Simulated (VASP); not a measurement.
# BaTe (Fm-3m) in VASP: further runs, part 3 of 3

VASP 6.6.1.

## 5. Phonons, r2SCAN

This run uses another cell than the first one, of 47.50 Å³/atom.

INCAR

```
ALGO = Normal ; EDIFF = 1E-8
ENCUT = 520 ; IBRION = 6
ISIF = 2 ; ISMEAR = 0
LASPH = True ; LCHARG = False
LMIXTAU = True ; LREAL = False
LWAVE = False ; METAGGA = R2SCAN
NBANDS = 15 ; NELM = 60
NFREE = 2 ; NSW = 1
POTIM = 0.015 ; PREC = Accurate
SIGMA = 0.01
```

KPOINTS

```
k-points
0
Gamma
  6 6 6
```

POSCAR

```
BaTe
1.0
    3.6215731757      3.6215731757      0.0000000000
   -3.6215731757      3.6215731757      0.0000000000
    0.0000000000      3.6215731757      3.6215731757
Ba Te
1 1
Direct
    0.0000000000      0.0000000000      0.0000000000
    0.5000000000      0.5000000000      0.0000000000
```

Potentials or basis: VASP PAW PBE potentials, release 64 (Ba_sv, Te).

Command:

```
> cat potpaw_PBE.64/Ba_sv/POTCAR potpaw_PBE.64/Te/POTCAR > POTCAR
> mpirun -np 1 vasp_std > vasp.out
```

OUTCAR:

```text
EDIFF = 1E-8
   ENCUT = 520
   IBRION = 6
   ISIF = 2
   ISMEAR = 0
   LASPH = True
   LREAL = False
   METAGGA = R2SCAN
   NELM = 60
   NFREE = 2
   NSW = 1
   POTIM = 0.015
   PREC = Accurate

 ion  position               nearest neighbor table
   1  0.000  0.000  0.000-   2 3.62   2 3.62   2 3.62   2 3.62   2 3.62   2 3.62
   2  0.500  0.500  0.000-   1 3.62   1 3.62   1 3.62   1 3.62   1 3.62   1 3.62

  LATTYP: Found a face centered cubic cell.
 ALAT       =     7.2431463514

  Lattice vectors:

 A1 = (   0.0000000000,   3.6215731757,   3.6215731757)
 A2 = (   3.6215731757,   0.0000000000,   3.6215731757)
 A3 = (   3.6215731757,   3.6215731757,   0.0000000000)

Analysis of symmetry for initial positions (statically):
=====================================================================
 Subroutine PRICEL returns:
 Original cell was already a primitive cell.

 Routine SETGRP: Setting up the symmetry group for a
 face centered cubic supercell.

 Subroutine GETGRP returns: Found 48 space group operations
 (whereof 48 operations were pure point group operations)
 out of a pool of 48 trial point group operations.

The static configuration has the point symmetry O_h .

Analysis of symmetry for dynamics (positions and initial velocities):
=====================================================================
 Subroutine PRICEL returns:
 Original cell was already a primitive cell.

 Routine SETGRP: Setting up the symmetry group for a
 face centered cubic supercell.

 Subroutine GETGRP returns: Found 48 space group operations
 (whereof 48 operations were pure point group operations)
 out of a pool of 48 trial point group operations.

The dynamic configuration has the point symmetry O_h .

 Subroutine INISYM returns: Found 48 space group operations
 (whereof 48 operations are pure point group operations),
 and found     1 'primitive' translations

----------------------------------------------------------------------------------------

                                     Primitive cell

  volume of cell :      94.9996

  direct lattice vectors                    reciprocal lattice vectors
     3.621573176  3.621573176  0.000000000     0.138061548  0.138061548 -0.138061548
    -3.621573176  3.621573176  0.000000000    -0.138061548  0.138061548 -0.138061548
     0.000000000  3.621573176  3.621573176     0.000000000  0.000000000  0.276123097

  length of vectors
     5.121677902  5.121677902  5.121677902     0.239129616  0.239129616  0.276123097

  position of ions in fractional coordinates (direct lattice)
     0.000000000  0.000000000  0.000000000
     0.500000000  0.500000000  0.000000000

  ion indices of the primitive-cell ions
   primitive index   ion index
                 1           1
                 2           2

----------------------------------------------------------------------------------------

 KPOINTS: k-points

Automatic generation of k-mesh.
[... 103 lines left out ...]
  ext. energy  EPLUGINS =         0.00000000
  ---------------------------------------------------
  free energy    TOTEN  =       -55.99510567 eV

  energy without entropy =      -55.99510567  energy(sigma->0) =      -55.99510567

------------------------ aborting loop because EDIFF is reached ----------------------------------------

  FORCE on cell =-STRESS in cart. coord.  units (eV):
  Direction    XX          YY          ZZ          XY          YZ          ZX
  --------------------------------------------------------------------------------------
  -------------------------------------------------------------------------------------
  Total       -1.0210046     -1.0210046     -1.0210046      0.0000000      0.0000000     -0.0000000
  in kB      -17.2193403    -17.2193403    -17.2193403      0.0000000      0.0000000     -0.0000000
  external PRESSURE =     -17.2193403 kB  Pullay stress =       0.0000000 kB
[... 131 lines left out ...]
--------------------------------------- Ionic step        5  -------------------------------------------

 number of electron      16.0000000 magnetization

 Free energy of the ion-electron system (eV)
  ---------------------------------------------------
  ext. energy  EPLUGINS =         0.00000000
  ---------------------------------------------------
  free energy    TOTEN  =       -55.99493064 eV

  energy without entropy =      -55.99493064  energy(sigma->0) =      -55.99493064

 E-fermi :   1.4975     XC(G=0):  -8.2062

 val. band max:        1.4563965643   @ k =   0.0000   0.0000   0.0000
 cond. band min:       3.5235323750   @ k =   0.5000   0.5000   0.0000
 fundamental gap:      2.0671358107
 Fermi energy:         1.4975263738

 k-point     1 :       0.0000    0.0000    0.0000
  band No.  band energies     occupation
      1     -26.6477      2.00000
      2     -11.3499      2.00000
      3     -11.3498      2.00000
      4     -11.3498      2.00000
      5      -8.1416      2.00000
      6       1.4564      2.00000
      7       1.4564      2.00000
      8       1.4564      2.00000
      9       4.6201      0.00000
     10       4.8371      0.00000
     11       4.8374      0.00000
     12       4.8374      0.00000
     13       5.4271      0.00000
     14       5.4277      0.00000
[... 401 lines left out ...]
      2     -11.4794      2.00000
      3     -11.3906      2.00000
      4     -11.3906      2.00000
      5      -7.9026      2.00000
      6       0.1000      2.00000
      7       1.1105      2.00000
      8       1.1108      2.00000
      9       3.7665      0.00000
     10       5.8963      0.00000
     11       5.9904      0.00000
     12       6.9662      0.00000
     13       6.9663      0.00000
     14       8.5373      0.00000
     15       9.5937      0.00000

 [... further k-points ...]

------------------------ aborting loop because EDIFF is reached ----------------------------------------

  FORCE on cell =-STRESS in cart. coord.  units (eV):
  Direction    XX          YY          ZZ          XY          YZ          ZX
  --------------------------------------------------------------------------------------
  -------------------------------------------------------------------------------------
  Total       -1.0182433     -1.0211970     -1.0211970      0.0000000      0.0000000      0.0000000
  in kB      -17.1727692    -17.2225843    -17.2225843      0.0000000      0.0000000      0.0000000
  external PRESSURE =     -17.2059793 kB  Pullay stress =       0.0000000 kB
[... 17 lines left out ...]
  FREE ENERGIE OF THE ION-ELECTRON SYSTEM (eV)
  ---------------------------------------------------
  free  energy   TOTEN  =       -55.9949306441 eV

  energy  without entropy=      -55.9949306441  energy(sigma->0) =      -55.99493064

 INTERNAL STRAIN TENSORS FROM DISPLACED ATOMS
 ============================================

 INTERNAL STRAIN TENSOR FOR ION    1 for displacements in x,y,z  (eV/Angst):
          X           Y           Z          XY          YZ          ZX
  --------------------------------------------------------------------------------
  x     0.00000     0.00000     0.00000     0.00000     0.00000     0.00000
  y     0.00000     0.00000     0.00000     0.00000     0.00000     0.00000
  z     0.00000     0.00000     0.00000     0.00000     0.00000     0.00000

 INTERNAL STRAIN TENSOR FOR ION    2 for displacements in x,y,z  (eV/Angst):
          X           Y           Z          XY          YZ          ZX
  --------------------------------------------------------------------------------
  x     0.00000     0.00000     0.00000     0.00000     0.00000     0.00000
  y     0.00000     0.00000     0.00000     0.00000     0.00000     0.00000
  z     0.00000     0.00000     0.00000     0.00000     0.00000     0.00000

 Eigenvectors and eigenvalues of the dynamical matrix
 ----------------------------------------------------

   1 f  =    2.402675 THz    15.096452 2PiTHz   80.144608 cm-1     9.936660 meV
             X         Y         Z           dx          dy          dz
      0.000000  0.000000  0.000000     0.000000   -0.694065   -0.000000
      0.000000  3.621573  0.000000     0.000000    0.719912    0.000000
[... 21 lines left out ...]
   6 f/i=    0.000204 THz     0.001279 2PiTHz    0.006791 cm-1     0.000842 meV
             X         Y         Z           dx          dy          dz
      0.000000  0.000000  0.000000     0.000000   -0.000000    0.719912
      0.000000  3.621573  0.000000     0.000000    0.000000    0.694065

 ELASTIC MODULI CONTR FROM IONIC RELAXATION (kBar)
 Direction    XX          YY          ZZ          XY          YZ          ZX
 --------------------------------------------------------------------------------
 XX           0.0000      0.0000      0.0000      0.0000      0.0000      0.0000
 YY           0.0000      0.0000      0.0000      0.0000      0.0000      0.0000
 ZZ           0.0000      0.0000      0.0000      0.0000      0.0000      0.0000
 XY           0.0000      0.0000      0.0000      0.0000      0.0000      0.0000
 YZ           0.0000      0.0000      0.0000      0.0000      0.0000      0.0000
 ZX           0.0000      0.0000      0.0000      0.0000      0.0000      0.0000
 --------------------------------------------------------------------------------
```

OSZICAR:

```text
N       E                     dE             d eps       ncg     rms          rms(c)
DAV:   1     0.392275991092E+02    0.39228E+02   -0.63397E+03   480   0.909E+02
DAV:   2    -0.533446937278E+02   -0.92572E+02   -0.85449E+02   657   0.156E+02
DAV:   3    -0.591938674026E+02   -0.58492E+01   -0.58117E+01   644   0.438E+01
[... 76 lines left out ...]
DAV:   9    -0.559949292871E+02    0.93378E-07   -0.22333E-07  1229   0.320E-03    0.108E-02
DAV:  10    -0.559949291367E+02    0.15042E-06   -0.19271E-08   991   0.109E-03    0.350E-03
DAV:  11    -0.559949304500E+02   -0.13133E-05   -0.43618E-07   921   0.637E-03    0.352E-03
DAV:  12    -0.559949306453E+02   -0.19533E-06   -0.13264E-07   963   0.387E-03    0.248E-03
DAV:  13    -0.559949306441E+02    0.12103E-08   -0.40797E-09   810   0.379E-04
   5 F= -.55994931E+02 E0= -.55994931E+02  d E =-.348601E-11
```

Run time: 6.9 min. Hardware: 1 thread of Intel Xeon 6975P-C (Granite Rapids), shared host; peak memory 0.3 GiB.

Results:

```yaml
Highest_phonon_frequency_at_Γ_LO-TO_splitting_left_out: 80 cm⁻¹
```

Phonon frequencies in cm⁻¹ (negative: imaginary):
| q point | frequencies |
| --- | --- |
| (0.000, 0.000, 0.000) | 0 0 0 80 80 80 |

Caveat: the cell stands under pressure or tension, which shifts response properties; the PAW data sets were made with another functional, which shifts forces and pressure a little; spin-orbit coupling is left out, which moves the levels of the heavy elements.
